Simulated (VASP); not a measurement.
# Ir2Rh (P-6m2) in VASP: further runs, part 2 of 2

VASP 6.6.1. The steps go on from the part before.

### 4 Relaxation of cell and atoms, PBE

File INCAR:

```
SYSTEM = Ir2Rh
PREC = Accurate ; ENCUT = 600
EDIFF = 1E-7 ; ISMEAR = 0
SIGMA = 0.1 ; LREAL = .False.
LASPH = .True. ; NELM = 100
ALGO = Normal ; ISIF = 3
LWAVE = .False. ; LCHARG = .False.
GGA = PE ; IBRION = 2
NSW = 90 ; EDIFFG = -0.04
```

File KPOINTS:

```
Automatic mesh
0
Gamma
  6 6 2
  0 0 0
```

File POSCAR:

```
Ir2Rh
1.0
    2.7029446900      0.0000000000      0.0000000000
   -1.3514723500      2.3408187700      0.0000000000
    0.0000000000      0.0000000000     13.2749247300
Ir Rh
4 2
Direct
    0.3333333300      0.6666666700      0.8333333300
    0.3333333300      0.6666666700      0.1666666700
    0.3333333300      0.6666666700      0.5000000000
    0.6666666700      0.3333333300      0.0000000000
    0.6666666700      0.3333333300      0.3333333300
    0.6666666700      0.3333333300      0.6666666700
```

Potentials or basis: VASP PAW PBE potentials, release 64 (Ir, Rh_pv).

On the command line:

```bash
$ cat potpaw_PBE.64/Ir/POTCAR potpaw_PBE.64/Rh_pv/POTCAR > POTCAR
$ mpirun -np 1 vasp_std > vasp.out
```

OUTCAR:

```text
SYSTEM = Ir2Rh
   PREC = Accurate
   ENCUT = 600
   EDIFF = 1E-7
   ISMEAR = 0
   LREAL = .False.
   LASPH = .True.
   NELM = 100
   ISIF = 3
   GGA = PE
   IBRION = 2
   NSW = 90
   EDIFFG = -0.04

 ion  position               nearest neighbor table
   1  0.333  0.667  0.833-   6 2.71   6 2.71   6 2.71   4 2.71   4 2.71   4 2.71
   2  0.333  0.667  0.167-   5 2.71   5 2.71   5 2.71   4 2.71   4 2.71   4 2.71
   3  0.333  0.667  0.500-   5 2.71   6 2.71   5 2.71   6 2.71   5 2.71   6 2.71
   4  0.667  0.333  0.000-   1 2.71   2 2.71   1 2.71   2 2.71   1 2.71   2 2.71
   5  0.667  0.333  0.333-   2 2.71   2 2.71   2 2.71   3 2.71   3 2.71   3 2.71
   6  0.667  0.333  0.667-   1 2.71   1 2.71   1 2.71   3 2.71   3 2.71   3 2.71

  LATTYP: Found a hexagonal cell.
 ALAT       =     2.7029446900
 C/A-ratio  =     4.9112824170

  Lattice vectors:

 A1 = (   2.7029446900,   0.0000000000,   0.0000000000)
 A2 = (  -1.3514723500,   2.3408187700,   0.0000000000)
 A3 = (   0.0000000000,   0.0000000000,  13.2749247300)

Analysis of symmetry for initial positions (statically):
=====================================================================
 Subroutine PRICEL returns:
 Original cell was already a primitive cell.

 Routine SETGRP: Setting up the symmetry group for a
 hexagonal supercell.

 Subroutine GETGRP returns: Found 12 space group operations
 (whereof 12 operations were pure point group operations)
 out of a pool of 24 trial point group operations.

The static configuration has the point symmetry D_3h.

Analysis of symmetry for dynamics (positions and initial velocities):
=====================================================================
 Subroutine PRICEL returns:
 Original cell was already a primitive cell.

 Routine SETGRP: Setting up the symmetry group for a
 hexagonal supercell.

 Subroutine GETGRP returns: Found 12 space group operations
 (whereof 12 operations were pure point group operations)
 out of a pool of 24 trial point group operations.

The dynamic configuration has the point symmetry D_3h.

 Subroutine INISYM returns: Found 12 space group operations
 (whereof 12 operations are pure point group operations),
 and found     1 'primitive' translations

----------------------------------------------------------------------------------------

                                     Primitive cell

  volume of cell :      83.9918

  direct lattice vectors                    reciprocal lattice vectors
     2.702944690  0.000000000  0.000000000     0.369966875  0.213600475  0.000000000
    -1.351472350  2.340818770  0.000000000     0.000000000  0.427200949  0.000000000
     0.000000000  0.000000000 13.274924730     0.000000000  0.000000000  0.075329994

  length of vectors
     2.702944690  2.702944695 13.274924730     0.427200950  0.427200949  0.075329994

  position of ions in fractional coordinates (direct lattice)
     0.333333330  0.666666670  0.833333330
     0.333333330  0.666666670  0.166666670
     0.333333330  0.666666670  0.500000000
     0.666666670  0.333333330  0.000000000
     0.666666670  0.333333330  0.333333330
     0.666666670  0.333333330  0.666666670

  ion indices of the primitive-cell ions
   primitive index   ion index
                 1           1
                 2           2
                 3           3
                 4           4
                 5           5
                 6           6
[... 39 lines left out ...]
  0.500000  0.000000  0.500000      3.000000
  0.166667  0.166667  0.500000      6.000000
  0.333333  0.166667  0.500000     12.000000
  0.333333  0.333333  0.500000      2.000000
   k-points           NKPTS =     14   k-points in BZ     NKDIM =     14   number of bands    NBANDS=     39
   number of dos      NEDOS =    301   number of ions     NIONS =      6
   total plane-waves  NPLWV =  62208
   dimension x,y,z NGX =    24 NGY =   24 NGZ =  108
   dimension x,y,z NGXF=    48 NGYF=   48 NGZF=  216
   ions per type =               4   2
   NGX,Y,Z   is equivalent  to a cutoff of  14.76, 14.76, 13.53 a.u.
   NGXF,Y,Z  is equivalent  to a cutoff of  29.52, 29.52, 27.05 a.u.
 SYSTEM =  Ir2Rh
   PREC   = accura    normal or accurate (medium, high low for compatibility)
   ISTART =      0    job   : 0-new  1-cont  2-samecut
   ICHARG =      2    charge: 1-file 2-atom 10-const
   ISPIN  =      1    spin polarized calculation?
   LNONCOLLINEAR =      F non collinear calculations
   LSORBIT =      F    spin-orbit coupling
   LASPH  =      T    aspherical Exc in radial PAW
   ENCUT  =  600.0 eV  44.10 Ry    6.64 a.u.   5.40  5.40 26.51*2*pi/ulx,y,z
   NELM   =    100;   NELMIN=  2; NELMDL= -5     # of ELM steps
   EDIFF  = 0.1E-06   stopping-criterion for ELM
   LREAL  =      F    real-space projection
   EDIFFG = -.4E-01   stopping-criterion for IOM
   NSW    =     90    number of steps for IOM
   IBRION =      2    ionic relax: 0-MD 1-quasi-New 2-CG
   NFREE  =      1    steps in history (QN), initial steepest desc. (CG)
   ISIF   =      3    stress and relaxation
   ISYM   =      2    0-nonsym 1-usesym 2-fastsym
   POTIM  = 0.5000    time-step for ionic-motion
   TEBEG  =    0.0;   TEEND  =   0.0 temperature during run
   PSTRESS=    0.0 pullay stress
   NELECT =      66.0000    total number of electrons
   NUPDOWN=      -1.0000    fix difference up-down
   EMIN   =  10.00;   EMAX   =-10.00  energy-range for DOS
   EFERMI =   0.00;   METHOD = LEGACY
   ISMEAR =     0;   SIGMA  =   0.10  broadening in eV -4-tet -1-fermi 0-gaus
   EFERMI_NEDOS =   21; number of points for ismear=-14 and -15
   IALGO  =     38    algorithm
   IMIX   =      4    mixing-type and parameters
     AMIX     =   0.40;   BMIX     =  1.00
     AMIX_MAG =   1.60;   BMIX_MAG =  1.00
  volume/ion in A,a.u.               =      14.00        94.47
  Fermi-wavevector in a.u.,A,eV,Ry     =   1.510696  2.854802 31.051257  2.282203
  Thomas-Fermi vector in A             =   2.620852
   LORBIT       =      0    0 simple, 1 ext, 2 COOP (PROOUT), +10 PAW based schemes
   GGA     = PE    functional components
   LHFCALC =     F    Hartree Fock is set to
   AEXX    =    0.0000 exact exchange contribution
   IVDW    =     0    specifies the selected vdW correction
   LEPSILON=     F    determine dielectric tensor
   LRPA    =     F    only Hartree local field effects (RPA)
 conjugate gradient relaxation of ions
 non-spin polarized calculation
 Gauss-broadening in eV      SIGMA  =   0.10
  energy-cutoff  :      600.00
  volume of cell :       83.99
 maximum number of plane-waves:      2874
 NGX is ok and might be reduce to    24
   NGX = 11   NGY = 11   NGZ = 53

--------------------------------------- Ionic step        1  -------------------------------------------

 number of electron      65.9999997 magnetization

 Free energy of the ion-electron system (eV)
  ---------------------------------------------------
  ext. energy  EPLUGINS =         0.00000000
  ---------------------------------------------------
  free energy    TOTEN  =       -49.43144825 eV

  energy without entropy =      -49.37858940  energy(sigma->0) =      -49.40501883

------------------------ aborting loop because EDIFF is reached ----------------------------------------

  FORCE on cell =-STRESS in cart. coord.  units (eV):
  Direction    XX          YY          ZZ          XY          YZ          ZX
  --------------------------------------------------------------------------------------
  -------------------------------------------------------------------------------------
  Total        7.7371276      7.7371277      1.1850204     -0.0000000     -0.0000000      0.0000000
  in kB      147.5887745    147.5887749     22.6047344     -0.0000003     -0.0000000      0.0000000
  external PRESSURE =     105.9274279 kB  Pullay stress =       0.0000000 kB
[... 27 lines left out ...]
--------------------------------------- Ionic step        2  -------------------------------------------

 number of electron      65.9999996 magnetization

 E-fermi :   8.7891     XC(G=0): -13.2218

 val. band max:        8.7871944073   @ k =   0.3333   0.3333   0.0000
 cond. band min:       8.8021627876   @ k =   0.3333   0.1667   0.0000
 fundamental gap:      0.0149683802
 Fermi energy:         8.7890508699

 k-point     1 :       0.0000    0.0000    0.0000
  band No.  band energies     occupation
      1     -37.8456      2.00000
      2     -37.8428      2.00000
      3     -37.5474      2.00000
      4     -37.5474      2.00000
      5     -37.5473      2.00000
      6     -37.5473      2.00000
[... 816 lines left out ...]
--------------------------------------- Ionic step        8  -------------------------------------------

 number of electron      66.0000008 magnetization

 Free energy of the ion-electron system (eV)
  ---------------------------------------------------
  ext. energy  EPLUGINS =         0.00000000
  ---------------------------------------------------
  free energy    TOTEN  =       -49.58314801 eV

  energy without entropy =      -49.54198053  energy(sigma->0) =      -49.56256427

 E-fermi :  10.3836     XC(G=0): -13.8141

 val. band max:       10.3577203649   @ k =   0.3333   0.3333   0.0000
 cond. band min:      10.3903535194   @ k =   0.3333   0.3333   0.5000
 fundamental gap:      0.0326331545
 Fermi energy:        10.3835671952

 k-point     1 :       0.0000    0.0000    0.0000
  band No.  band energies     occupation
      1     -36.5129      2.00000
      2     -36.5077      2.00000
      3     -36.1296      2.00000
      4     -36.1296      2.00000
      5     -36.1294      2.00000
      6     -36.1294      2.00000
[... 610 lines left out ...]
  FREE ENERGIE OF THE ION-ELECTRON SYSTEM (eV)
  ---------------------------------------------------
  free  energy   TOTEN  =       -49.5831480079 eV

  energy  without entropy=      -49.5419805295  energy(sigma->0) =      -49.56256427

 reached required accuracy - stopping structural energy minimisation
```

Wall time 13 min (1 thread of Intel Xeon 8259CL, shared host); peak memory 0.27 GiB.

Results:

| Quantity | Value |
| --- | --- |
| Free energy | -49.5831 eV |
| Relaxed volume | 14.45 Å³/atom |
| Relaxed cell | a = 2.761 Å, b = 2.761 Å, c = 13.129 Å, α = 90.00°, β = 90.00°, γ = 120.00° |
| Space group after relaxing (to 0.1 Å) | P-6m2 (No. 187) |
| Energy gained by relaxing | 25.3 meV/atom |
| Ionic steps | 8 |
| Pressure after relaxing | -0.2 GPa |
| Largest force after relaxing | 0.028 eV/Å |
| Band gap on the k mesh | zero (bands 33 and 34 overlap by 2.60 eV) |

Forces on the atoms (eV/Å):
```
Ir   0.000  0.000 -0.016
Ir   0.000  0.000  0.016
Ir   0.000  0.000  0.000
Ir   0.000  0.000  0.000
Rh   0.000  0.000  0.028
Rh   0.000  0.000 -0.028
```

Stress tensor (GPa, compression positive):
```
-0.30  0.00  0.00
 0.00 -0.30  0.00
 0.00  0.00 -0.03
```

The path:
| step | energy change (eV) | largest force (eV/Å) | pressure (GPa) | volume (Å³) |
| --- | --- | --- | --- | --- |
| 1 | 0.0000 | 0.0766 | 10.59 | 83.99 |
| 2 | 0.6098 | 0.2063 | -23.81 | 95.67 |
| 3 | -0.1276 | 0.0847 | -2.25 | 87.23 |
| 4 | -0.1279 | 0.0838 | -1.74 | 87.09 |
| 5 | -0.1415 | 0.0602 | 1.44 | 86.30 |
| 6 | -0.1515 | 0.0679 | 0.10 | 86.61 |
| 7 | -0.1515 | 0.0671 | 0.14 | 86.60 |
| 8 | -0.1517 | 0.0284 | -0.21 | 86.70 |

Final structure:
```cif
data_structure
_symmetry_space_group_name_H-M 'P 1'
_symmetry_Int_Tables_number 1
_cell_length_a 2.7614
_cell_length_b 2.7614
_cell_length_c 13.1294
_cell_angle_alpha 90.000
_cell_angle_beta 90.000
_cell_angle_gamma 120.000
_cell_volume 86.70
loop_
_atom_site_label
_atom_site_type_symbol
_atom_site_fract_x
_atom_site_fract_y
_atom_site_fract_z
_atom_site_occupancy
Ir1 Ir 0.33333 0.66667 0.83352 1
Ir2 Ir 0.33333 0.66667 0.16648 1
Ir3 Ir 0.33333 0.66667 0.50000 1
Ir4 Ir 0.66667 0.33333 0.00000 1
Rh1 Rh 0.66667 0.33333 0.33379 1
Rh2 Rh 0.66667 0.33333 0.66621 1
```

Caveat: the k points lie up to 0.44 Å⁻¹ apart in the final cell, too coarse for converged energies and pressures of a metal; spin-orbit coupling is left out, which moves the levels of the heavy elements.

### 5 Single point, PBE

This run uses another cell than the first one, of 14.40 Å³/atom.

File INCAR:

```
SYSTEM = Ir2Rh
ALGO     = Fast           ! electronic algorithm
EDIFF    = 1E-6           ! SCF threshold, eV
ENCUT    = 520            ! plane-wave cutoff, eV
GGA      = PE             ! functional
ISIF     = 2              ! what is computed and relaxed
ISMEAR   = 0              ! smearing method
LASPH    = .TRUE.         ! aspherical terms in the spheres
LCHARG   = .FALSE.        ! write CHGCAR
LREAL    = .FALSE.        ! projectors in reciprocal space
LWAVE    = .FALSE.        ! write WAVECAR
NBANDS   = 42             ! bands
NELM     = 100            ! most SCF steps
PREC     = Accurate       ! precision mode
SIGMA    = 0.1            ! smearing width, eV
```

File KPOINTS:

```
k-points
0
G
  18 18 4
  0 0 0
```

File POSCAR:

```
Ir2Rh
1.0
    2.7391564992      0.0000000000      0.0000000000
   -1.3695782496      2.3721791132      0.0000000000
    0.0000000000      0.0000000000     13.2933454910
Ir Rh
4 2
Direct
    0.3333333333      0.6666666667      0.8329681244
    0.3333333333      0.6666666667      0.1670318756
    0.3333333333      0.6666666667      0.5000000000
    0.6666666667      0.3333333333      0.0000000000
    0.6666666667      0.3333333333      0.3341981942
    0.6666666667      0.3333333333      0.6658018058
```

On the command line:

```bash
$ cat potpaw_PBE.64/Ir/POTCAR potpaw_PBE.64/Rh_pv/POTCAR > POTCAR
$ mpirun -np 1 vasp_std > vasp.out
```

It took 13 min on 1 thread of Intel Xeon 8259CL, shared host; peak memory 0.43 GiB.

Results (log left out):

| Item | Value |
| --- | --- |
| Free energy | -49.6880 eV |
| Pressure | 0.3 GPa |
| Largest force | 0.023 eV/Å |
| Band gap on the k mesh | zero (bands 33 and 34 overlap by 2.59 eV) |

Forces in eV/Å, atoms in the order of the input:
```
Ir   0.000  0.000 -0.023
Ir   0.000  0.000  0.023
Ir   0.000  0.000  0.000
Ir   0.000  0.000  0.000
Rh   0.000  0.000 -0.003
Rh   0.000  0.000  0.003
```

Levels at points of the mesh, in eV from the Fermi level:
```
           k point  band 28  band 29  band 30  band 31  band 32  band 33  band 34  band 35  band 36  band 37
(0.00, 0.00, 0.00)    -2.72    -2.72    -2.14    -2.14    -1.14    -1.14    -1.14    -1.14    -0.21    -0.03
(0.50, 0.00, 0.00)     0.34     0.39     0.40     0.55     0.81     0.81     0.95     1.03     1.08     1.10
(0.00, 0.00, 0.50)    -2.79    -1.84    -1.84    -1.78    -1.78    -1.38    -1.09    -0.58    -0.58    -0.32
(0.50, 0.00, 0.50)    -0.64     0.21     0.23     0.43     0.50     0.83     1.03     1.10     1.11     2.03
```

Caveat: spin-orbit coupling is left out, which moves the levels of the heavy elements.

### 6 The runs side by side

| task | cell | k mesh | cutoff (eV) | gap on the mesh (eV) | pressure (GPa) | largest force (eV/Å) |
| --- | --- | --- | --- | --- | --- | --- |
| single point | a = 2.703, b = 2.703, c = 13.275 Å, angles 90.0, 90.0, 120.0°, 6 atoms, atomic positions A | 6 × 6 × 2 | 520 | none | 10.6 | 0.08 |
| single point | a = 2.759, b = 2.759, c = 13.129 Å, angles 90.0, 90.0, 120.0°, 6 atoms, atomic positions B | 6 × 6 × 2 | 520 | none | 0.3 | 0.01 |
| relaxation of cell and atoms | relaxed from a = 2.703, b = 2.703, c = 13.275 Å, angles 90.0, 90.0, 120.0°, 6 atoms, atomic positions A | 6 × 6 × 2 | 600 | none | -0.2 | 0.03 |
| single point | a = 2.739, b = 2.739, c = 13.293 Å, angles 90.0, 90.0, 120.0°, 6 atoms, atomic positions B | 18 × 18 × 4 | 520 | none | 0.3 | 0.02 |

Alike in all rows: level PBE; potentials or basis VASP PAW PBE potentials, release 64 (Ir, Rh_pv); no spin polarisation; smearing gaussian 0.1 eV.

Caveats: some runs use coarse meshes; spin-orbit coupling is left out, which moves the levels of the heavy elements.

Absolute energies hang on the potentials; compare differences alone.
